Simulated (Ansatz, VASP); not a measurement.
# CuNi2O3: VASP beside Ansatz

File INCAR:

```
SYSTEM = CuNi2O3
PREC     = Accurate       ! precision mode
ENCUT    = 600            ! plane-wave cutoff, eV
EDIFF    = 1E-6           ! SCF threshold, eV
ISMEAR   = 0              ! smearing method
SIGMA    = 0.15           ! smearing width, eV
LREAL    = .FALSE.        ! projectors in reciprocal space
LASPH    = .TRUE.         ! aspherical terms in the spheres
NELM     = 150            ! most SCF steps
ALGO     = Normal         ! electronic algorithm
ISIF     = 3              ! what is computed and relaxed
LWAVE    = .FALSE.        ! write WAVECAR
LCHARG   = .FALSE.        ! write CHGCAR
ISPIN    = 2              ! spin polarisation
MAGMOM   = 1 2 2 0 0 0    ! initial moments
LORBIT   = 11             ! projections on sites
LMAXMIX  = 4              ! l up to which the mixer works
GGA      = PE             ! functional
IBRION   = 2              ! ionic algorithm
NSW      = 36             ! ionic steps
EDIFFG   = -0.08          ! ionic threshold
```

File KPOINTS:

```
regular mesh
0
G
  6 6 6
  0 0 0
```

File POSCAR:

```
CuNi2O3
1.0
   -1.4750000000      1.4750000000      6.5500000000
    1.4750000000     -1.4750000000      6.5500000000
    1.4750000000      1.4750000000     -6.5500000000
Cu Ni O
1 2 3
Direct
    0.0000000000      0.0000000000      0.0000000000
    0.6640000000      0.6640000000      0.0000000000
    0.3360000000      0.3360000000      0.0000000000
    0.1720000000      0.1720000000      0.0000000000
    0.8280000000      0.8280000000      0.0000000000
    0.5000000000      0.5000000000      0.0000000000
```

Input for Ansatz:

```yaml
crystal:
  lattice:
    - [-1.475, 1.475, 6.55]
    - [1.475, -1.475, 6.55]
    - [1.475, 1.475, -6.55]
  atoms:
    - { symbol: Cu, position: [0.0, 0.0, 0.0], spin: 1.0 }
    - { symbol: Ni, position: [0.664, 0.664, 0.0], spin: 2.0 }
    - { symbol: Ni, position: [0.336, 0.336, 0.0], spin: 2.0 }
    - { symbol: O, position: [0.172, 0.172, 0.0] }
    - { symbol: O, position: [0.828, 0.828, 0.0] }
    - { symbol: O, position: [0.5, 0.5, 0.0] }
basis:
  ecutwfc: 420
kpoints:
  mp_grid: { grid: [6, 6, 6] }
hamiltonian:
  xc: pbe
scf:
  occupations: { method: gaussian, width: 0.15 }
  lower_state_search: "off"
output:
  forces: true
  stress: true
  eigenvalues: true
  populations: true
magnetization:
  spin_polarized: true
relax:
  adjacent_minimum: "off"
  f_tol: 0.08
  max_steps: 16
  cell: { stress_tol: 0.8 }
```

Alike in both runs: task relaxation of cell and atoms; functional PBE; k mesh 6 × 6 × 6; occupations gaussian, width 0.15 eV; collinear spin.

```csv
,VASP,Ansatz
version,VASP 6.6.1,Ansatz 0.2.0
potentials or method,"VASP PAW PBE potentials, release 64 (Cu, Ni, O), cutoff 600 eV","scalar-relativistic, plane waves, PAW"
valence electrons in the cell,49,73
```

|  | VASP | Ansatz | Ansatz less VASP |
| --- | --- | --- | --- |
| gap on the k mesh at the Fermi level, each at its own relaxed structure (eV) | none | none | - |
| net moment per atom (μB) | 0.54 | 0.56 | +0.014 |
| size of the moment on the site where the two differ most (μB) | 0.12 | 0.10 | -0.025 |
| relaxed volume (Å³/atom) | 9.43 | 9.45 | +0.024 |
| relaxed length of the cell vector where the two differ most in proportion (Å) | 6.806 | 6.847 | +0.0403 |

Site moments also hang on the region over which each program counts them. A gap of «none» marks a metal or a gap that the smearing closes. VASP's potentials hold 49 valence electrons a cell and Ansatz's 73, so a difference there can come from the potentials and not from the codes.

The k mesh is coarse, so the values compare programs but aren't converged.
